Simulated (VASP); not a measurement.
# ZrBr (R-3m) in VASP: single point with LDA

Aim: the single point of ZrBr with LDA.

All numbers are computed with VASP 6.6.1; they aren't measurements. Logs are shortened: lines on timing, memory, paths and dates and some standing lists are left out, and cuts for length are marked.

## 1. The cell of the first run

It takes space group R-3m (No. 166, trigonal). Conventional cell: a = 3.573 Å, b = 3.573 Å, c = 28.071 Å, α = 90.00°, β = 90.00°, γ = 120.00°. Within 3.6 Å of Zr (site symmetry 3m) lie 3 Br at 2.77 Å and 9 Zr at 3.16 to 3.57 Å. Within 3.6 Å of Br (site symmetry 3m) lie 3 Zr at 2.77 Å and 6 Br at 3.57 Å.

## 2. Single point, LDA (equal xx and yy strain of +2 %)

Input file INCAR:

```
SYSTEM = ZrBr
PREC     = Accurate       ! precision mode
ENCUT    = 520            ! plane-wave cutoff, eV
EDIFF    = 1E-6           ! SCF threshold, eV
ISMEAR   = -1             ! smearing method
SIGMA    = 0.02           ! smearing width, eV
LREAL    = .False.        ! projectors in reciprocal space
LASPH    = .True.         ! aspherical terms in the spheres
NELM     = 80             ! most SCF steps
ALGO     = Normal         ! electronic algorithm
ISIF     = 2              ! what is computed and relaxed
LWAVE    = .False.        ! write WAVECAR
LCHARG   = .False.        ! write CHGCAR
NBANDS   = 27             ! bands
```

Input file KPOINTS:

```
regular mesh
0
Gamma
  10 10 10
  0 0 0
```

Input file POSCAR:

```
ZrBr
1.0
    1.7865824152      1.0314838383      9.3570000000
   -1.7865824152      1.0314838383      9.3570000000
    0.0000000000     -2.0629676766      9.3570000000
Zr Br
2 2
Direct
    0.2092000000      0.2092000000      0.2092000000
    0.7908000000      0.7908000000      0.7908000000
    0.3917000000      0.3917000000      0.3917000000
    0.6083000000      0.6083000000      0.6083000000
```

Potentials or basis: VASP PAW LDA potentials, release 64 (Zr_sv, Br).

Command:

```bash
> cat potpaw_LDA.64/Zr_sv/POTCAR potpaw_LDA.64/Br/POTCAR > POTCAR
> mpirun -np 1 vasp_std > vasp.out
```

OUTCAR:

```text
SYSTEM = ZrBr
   PREC = Accurate
   ENCUT = 520
   EDIFF = 1E-6
   ISMEAR = -1
   LREAL = .False.
   LASPH = .True.
   NELM = 80
   ISIF = 2

 ion  position               nearest neighbor table
   1  0.209  0.209  0.209-   4 2.77   4 2.77   4 2.77   2 3.16   2 3.16   2 3.16
   2  0.791  0.791  0.791-   3 2.77   3 2.77   3 2.77   1 3.16   1 3.16   1 3.16
   3  0.392  0.392  0.392-   2 2.77   2 2.77   2 2.77
   4  0.608  0.608  0.608-   1 2.77   1 2.77   1 2.77

  LATTYP: Found a trigonal (rhomboedric) cell.
 ALAT       =     9.5817161633
 COS(alpha) =     0.9304672346

  Lattice vectors:

 A1 = (   1.7865824152,   1.0314838383,   9.3570000000)
 A2 = (  -1.7865824152,   1.0314838383,   9.3570000000)
 A3 = (   0.0000000000,  -2.0629676766,   9.3570000000)

Analysis of symmetry for initial positions (statically):
=====================================================================
 Subroutine PRICEL returns:
 Original cell was already a primitive cell.

 Routine SETGRP: Setting up the symmetry group for a
 trigonal (rhombohedral) supercell.

 Subroutine GETGRP returns: Found 12 space group operations
 (whereof 12 operations were pure point group operations)
 out of a pool of 12 trial point group operations.

The static configuration has the point symmetry D_3d.

Analysis of symmetry for dynamics (positions and initial velocities):
=====================================================================
 Subroutine PRICEL returns:
 Original cell was already a primitive cell.

 Routine SETGRP: Setting up the symmetry group for a
 trigonal (rhombohedral) supercell.

 Subroutine GETGRP returns: Found 12 space group operations
 (whereof 12 operations were pure point group operations)
 out of a pool of 12 trial point group operations.

The dynamic configuration has the point symmetry D_3d.

 Subroutine INISYM returns: Found 12 space group operations
 (whereof 12 operations are pure point group operations),
 and found     1 'primitive' translations

----------------------------------------------------------------------------------------

                                     Primitive cell

  volume of cell :     103.4602

  direct lattice vectors                    reciprocal lattice vectors
     1.786582415  1.031483838  9.357000000     0.279863943  0.161579523  0.035623954
    -1.786582415  1.031483838  9.357000000    -0.279863943  0.161579523  0.035623954
     0.000000000 -2.062967677  9.357000000     0.000000000 -0.323159046  0.035623954

  length of vectors
     9.581716163  9.581716163  9.581716163     0.325116649  0.325116649  0.325116649

  position of ions in fractional coordinates (direct lattice)
     0.209200000  0.209200000  0.209200000
     0.790800000  0.790800000  0.790800000
     0.391700000  0.391700000  0.391700000
     0.608300000  0.608300000  0.608300000

  ion indices of the primitive-cell ions
   primitive index   ion index
                 1           1
                 2           2
                 3           3
                 4           4

----------------------------------------------------------------------------------------

 KPOINTS: regular mesh

Automatic generation of k-mesh.
 Grid dimensions read from file:
 generate k-points for:   10   10   10

 Generating k-lattice:

  Cartesian coordinates                     Fractional coordinates (reciprocal lattice)
     0.027986394  0.016157952  0.003562395     0.100000000  0.000000000 -0.000000000
    -0.027986394  0.016157952  0.003562395     0.000000000  0.100000000 -0.000000000
     0.000000000 -0.032315905  0.003562395    -0.000000000 -0.000000000  0.100000000

  Length of vectors
     0.032511665  0.032511665  0.032511665

  Shift w.r.t. Gamma in fractional coordinates (k-lattice)
     0.000000000  0.000000000  0.000000000

 Subroutine IBZKPT returns following result:
 ===========================================

 Found    116 irreducible k-points:

 Following reciprocal coordinates:
            Coordinates               Weight
  0.000000  0.000000  0.000000      1.000000
  0.100000  0.000000 -0.000000      6.000000
  0.200000  0.000000 -0.000000      6.000000
  0.300000  0.000000 -0.000000      6.000000
  0.400000  0.000000 -0.000000      6.000000
  0.500000  0.000000 -0.000000      3.000000
[... 16 lines left out ...]
  0.300000  0.300000 -0.000000      6.000000
  0.400000  0.300000 -0.000000     12.000000
 [... further k-points ...]
   k-points           NKPTS =    116   k-points in BZ     NKDIM =    116   number of bands    NBANDS=     27
   number of dos      NEDOS =    301   number of ions     NIONS =      4
   total plane-waves  NPLWV = 373248
   dimension x,y,z NGX =    72 NGY =   72 NGZ =   72
   dimension x,y,z NGXF=   144 NGYF=  144 NGZF=  144
   ions per type =               2   2
   NGX,Y,Z   is equivalent  to a cutoff of  12.49, 12.49, 12.49 a.u.
   NGXF,Y,Z  is equivalent  to a cutoff of  24.98, 24.98, 24.98 a.u.
 SYSTEM =  ZrBr
   PREC   = accura    normal or accurate (medium, high low for compatibility)
   ISTART =      0    job   : 0-new  1-cont  2-samecut
   ICHARG =      2    charge: 1-file 2-atom 10-const
   ISPIN  =      1    spin polarized calculation?
   LNONCOLLINEAR =      F non collinear calculations
   LSORBIT =      F    spin-orbit coupling
   LASPH  =      T    aspherical Exc in radial PAW
   ENCUT  =  520.0 eV  38.22 Ry    6.18 a.u.  17.82 17.82 17.82*2*pi/ulx,y,z
   NELM   =     80;   NELMIN=  2; NELMDL= -5     # of ELM steps
   EDIFF  = 0.1E-05   stopping-criterion for ELM
   LREAL  =      F    real-space projection
   EDIFFG = 0.1E-04   stopping-criterion for IOM
   NSW    =      0    number of steps for IOM
   IBRION =     -1    ionic relax: 0-MD 1-quasi-New 2-CG
   NFREE  =      0    steps in history (QN), initial steepest desc. (CG)
   ISIF   =      2    stress and relaxation
   ISYM   =      2    0-nonsym 1-usesym 2-fastsym
   POTIM  = 0.5000    time-step for ionic-motion
   TEBEG  =    0.0;   TEEND  =   0.0 temperature during run
   PSTRESS=    0.0 pullay stress
   NELECT =      38.0000    total number of electrons
   NUPDOWN=      -1.0000    fix difference up-down
   EMIN   =  10.00;   EMAX   =-10.00  energy-range for DOS
   EFERMI =   0.00;   METHOD = LEGACY
   ISMEAR =    -1;   SIGMA  =   0.02  broadening in eV -4-tet -1-fermi 0-gaus
   EFERMI_NEDOS =   21; number of points for ismear=-14 and -15
   IALGO  =     38    algorithm
   IMIX   =      4    mixing-type and parameters
     AMIX     =   0.40;   BMIX     =  1.00
     AMIX_MAG =   1.60;   BMIX_MAG =  1.00
  volume/ion in A,a.u.               =      25.87       174.55
  Fermi-wavevector in a.u.,A,eV,Ry     =   1.172407  2.215527 18.701713  1.374537
  Thomas-Fermi vector in A             =   2.308836
   LORBIT       =      0    0 simple, 1 ext, 2 COOP (PROOUT), +10 PAW based schemes
   GGA     = CA    functional components
   LHFCALC =     F    Hartree Fock is set to
   AEXX    =    0.0000 exact exchange contribution
   IVDW    =     0    specifies the selected vdW correction
   LEPSILON=     F    determine dielectric tensor
   LRPA    =     F    only Hartree local field effects (RPA)
 non-spin polarized calculation
  energy-cutoff  :      520.00
  volume of cell :      103.46
 maximum number of plane-waves:      2825
   NGX = 35   NGY = 35   NGZ = 35

 number of electron      38.0000000 magnetization

 Free energy of the ion-electron system (eV)
  ---------------------------------------------------
  ext. energy  EPLUGINS =         0.00000000
  ---------------------------------------------------
  free energy    TOTEN  =       -26.91981387 eV

  energy without entropy =      -26.91883284  energy(sigma->0) =      -26.91932335

 E-fermi :   6.2648     XC(G=0): -10.0751

 val. band max:        6.1734101045   @ k =   0.1000   0.1000  -0.0000
 cond. band min:       6.2702037894   @ k =   0.5000   0.0000  -0.0000
 fundamental gap:      0.0967936849
 Fermi energy:         6.2647548700

 k-point     1 :       0.0000    0.0000    0.0000
  band No.  band energies     occupation
      1     -43.1079      2.00000
      2     -43.0285      2.00000
      3     -21.5426      2.00000
      4     -21.1194      2.00000
      5     -21.1194      2.00000
      6     -21.1183      2.00000
[... 19 lines left out ...]
     26       9.2011      0.00000
     27       9.2040      0.00000

 k-point     2 :       0.1000    0.0000   -0.0000
  band No.  band energies     occupation
      1     -43.1039      2.00000
      2     -43.0278      2.00000
      3     -21.5309      2.00000
      4     -21.1915      2.00000
      5     -21.1289      2.00000
      6     -21.0768      2.00000
[... 19 lines left out ...]
     26       8.8376      0.00000
     27       9.2886      0.00000

 k-point     3 :       0.2000    0.0000   -0.0000
  band No.  band energies     occupation
      1     -43.0928      2.00000
      2     -43.0266      2.00000
      3     -21.5016      2.00000
      4     -21.2838      2.00000
      5     -21.1529      2.00000
      6     -21.1111      2.00000
[... 19 lines left out ...]
     26       9.0944      0.00000
     27       9.4639      0.00000

 k-point     4 :       0.3000    0.0000   -0.0000
  band No.  band energies     occupation
      1     -43.0777      2.00000
      2     -43.0263      2.00000
      3     -21.4745      2.00000
      4     -21.3763      2.00000
      5     -21.1814      2.00000
      6     -21.1714      2.00000
[... 19 lines left out ...]
     26       9.6008      0.00000
     27       9.7208      0.00000
[... 516 lines left out ...]
      4     -21.3806      2.00000
      5     -21.2768      2.00000
      6     -21.1214      2.00000
[... 19 lines left out ...]
     26       9.6495      0.00000
     27       9.9583      0.00000

 k-point    23 :       0.3000    0.3000   -0.0000
  band No.  band energies     occupation
      1     -43.0777      2.00000
      2     -43.0263      2.00000
      3     -21.4745      2.00000
      4     -21.3763      2.00000
      5     -21.1814      2.00000
      6     -21.1714      2.00000
[... 19 lines left out ...]
     26       9.6608      0.00000
     27      10.1845      0.00000

 k-point    24 :       0.4000    0.3000   -0.0000
  band No.  band energies     occupation
      1     -43.0682      2.00000
      2     -43.0273      2.00000
      3     -21.4648      2.00000
      4     -21.4098      2.00000
      5     -21.2428      2.00000
      6     -21.1529      2.00000
[... 19 lines left out ...]
     26       9.5905      0.00000
     27      10.4520      0.00000

 [... further k-points ...]

------------------------ aborting loop because EDIFF is reached ----------------------------------------

  FORCE on cell =-STRESS in cart. coord.  units (eV):
  Direction    XX          YY          ZZ          XY          YZ          ZX
  --------------------------------------------------------------------------------------
  -------------------------------------------------------------------------------------
  Total       -3.8745258     -3.8745258     -3.1881558      0.0000000      0.0000000      0.0000000
  in kB      -60.0006253    -60.0006253    -49.3715493      0.0000000      0.0000000      0.0000000
  external PRESSURE =     -56.4576000 kB  Pullay stress =       0.0000000 kB

 VOLUME and BASIS-vectors are now :
 -----------------------------------------------------------------------------
  energy-cutoff  :      520.00
  volume of cell :      103.46
      direct lattice vectors                 reciprocal lattice vectors
     1.786582415  1.031483838  9.357000000     0.279863943  0.161579523  0.035623954
    -1.786582415  1.031483838  9.357000000    -0.279863943  0.161579523  0.035623954
     0.000000000 -2.062967677  9.357000000     0.000000000 -0.323159046  0.035623954

 POSITION                                       TOTAL-FORCE (eV/Angst)
 -----------------------------------------------------------------------------------
      0.00000      0.00000      5.87245         0.000000      0.000000     -0.407422
      0.00000      0.00000     22.19855         0.000000     -0.000000      0.407422
      0.00000      0.00000     10.99541         0.000000      0.000000      0.303072
      0.00000      0.00000     17.07559         0.000000      0.000000     -0.303072
 -----------------------------------------------------------------------------------
    total drift:                                0.000000     -0.000000      0.000000

  FREE ENERGIE OF THE ION-ELECTRON SYSTEM (eV)
  ---------------------------------------------------
  free  energy   TOTEN  =       -26.9198138666 eV

  energy  without entropy=      -26.9188328425  energy(sigma->0) =      -26.91932335
```

Run time: 26 min. Hardware: 1 thread of Intel Xeon Platinum 8488C (Sapphire Rapids), shared host; peak memory 0.7 GiB.

What came out:

| Property | Result |
| --- | --- |
| Free energy | -26.9198 eV |
| Pressure | -5.6 GPa |
| Largest force | 0.407 eV/Å |
| Band gap on the k mesh | zero (bands 19 and 20 overlap by 0.17 eV) |

Forces on the atoms (eV/Å):
```
Zr   0.000  0.000 -0.407
Zr   0.000  0.000  0.407
Br   0.000  0.000  0.303
Br   0.000  0.000 -0.303
```

Stress tensor (GPa, compression positive):
```
-6.00  0.00  0.00
 0.00 -6.00  0.00
 0.00  0.00 -4.94
```

Caveat: the cell differs from its parent crystal (equal xx and yy strain of +2 %); the cell stands under tension.

The gap in the log of VASP goes by the Fermi energy; the results here count the filled bands.